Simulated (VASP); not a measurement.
A run of VASP 6.6.1 is set up as follows.

File INCAR:

```
PREC = Accurate ; ENCUT = 600
EDIFF = 1E-7 ; ISMEAR = -1
SIGMA = 0.08 ; LREAL = F
LASPH = T ; NELM = 100
ALGO = Normal ; ISIF = 3
LWAVE = F ; LCHARG = F
GGA = PE ; IBRION = 2
NSW = 32 ; EDIFFG = -0.005
PSTRESS = 490.0
```

The input KPOINTS:

```
regular mesh
0
Gamma
  15 15 15
```

Contents of POSCAR:

```
Sb
1.0
    0.0000000000      2.1216634434      2.1216634434
    2.1216634434      0.0000000000      2.1216634434
    2.1216634434      2.1216634434      0.0000000000
Sb
1
Direct
    0.0000000000      0.0000000000      0.0000000000
```

Potentials or basis: VASP PAW PBE potentials, release 64 (Sb).

The run is started by

```sh
$ cat potpaw_PBE.64/Sb/POTCAR > POTCAR
$ mpirun -np 1 vasp_std > vasp.out
```

Question: What does it give for the space group after relaxing (to 0.1 Å)?

Answer: Fm-3m (No. 225).

Question: What does it give for the relaxed volume?

Answer: 19.13 Å³/atom.

Final structure:
```xyz
1
Lattice="0.0000 2.1226 2.1226 2.1226 0.0000 2.1226 2.1226 2.1226 0.0000" Properties=species:S:1:pos:R:3 pbc="T T T"
Sb    0.0000    0.0000    0.0000
```

Caveat: the cell is relaxed towards a set pressure, so the run minimises the enthalpy, not the energy.
